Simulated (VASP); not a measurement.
Al:

```xyz
1
Lattice="0.0000 2.0248 2.0248 2.0248 0.0000 2.0248 2.0248 2.0248 0.0000" Properties=species:S:1:pos:R:3 pbc="T T T"
Al    0.0000    0.0000    0.0000
```

| Property | Result |
| --- | --- |
| Program | VASP 6.6.1 |
| Task | relaxation of cell and atoms |
| Functional | LDA |
| Potentials or basis | VASP PAW LDA potentials, release 64 (Al) |
| Cutoff | 500 eV |
| k mesh | 13 × 13 × 13 |
| Occupations | fermi-dirac, width 0.1 eV |
| Spin | no spin polarisation |

At the start: pressure -3.7 GPa; volume 16.60 Å³/atom.

Q: How do energy, volume and symmetry change on relaxing?

A: Over 3 steps the energy falls by 9.7 meV/atom and the volume is 15.81 Å³/atom (-4.8 %); space group Fm-3m (No. 225, to 0.1 Å) before and after.

Step by step:
| step | energy change (eV) | largest force (eV/Å) | pressure (GPa) | volume (Å³) |
| --- | --- | --- | --- | --- |
| 1 | 0.0000 | 0.0000 | -3.70 | 16.60 |
| 2 | -0.0094 | 0.0000 | 0.60 | 15.70 |
| 3 | -0.0097 | 0.0000 | 0.01 | 15.81 |

Final structure:
```
Al
1.0
     0.00000    1.99186    1.99186
     1.99186    0.00000    1.99186
     1.99186    1.99186    0.00000
Al
1
Direct
  0.00000 0.00000 0.00000
```
